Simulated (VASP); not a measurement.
The system is Bi2Te3.

```
Bi Te
1.0
     2.19300    1.26613   10.16567
    -2.19300    1.26613   10.16567
     0.00000   -2.53226   10.16567
Bi Te
2 3
Direct
  0.40000 0.40000 0.40000
  0.60000 0.60000 0.60000
  0.00000 0.00000 0.00000
  0.20950 0.20950 0.20950
  0.79050 0.79050 0.79050
```

Base run:

| Quantity | Value |
| --- | --- |
| Program | VASP 6.6.1 |
| Functional | PBE |
| Potentials or basis | VASP PAW PBE potentials, release 64 (Bi_d, Te) |
| Cutoff | 500 eV |
| k mesh | 8 × 8 × 8 |
| Occupations | methfessel-paxton, width 0.01 eV |
| Spin | no spin polarisation |

Its results: band gap on the k mesh 0.28 eV; pressure 1.9 GPa; largest force 0.034 eV/Å.

**Question.** After a change of settings the same cell gave: band gap on the k mesh 0.26 eV; pressure 4.3 GPa; largest force 0.694 eV/Å. Which change was it?
A. k mesh from 8 × 8 × 8 to 6 × 6 × 6
B. k mesh from 8 × 8 × 8 to 4 × 4 × 4
C. k mesh from 8 × 8 × 8 to 2 × 2 × 2

**Answer.** C.

Caveats: some runs use coarse meshes; spin-orbit coupling is left out, which moves the levels of the heavy elements.
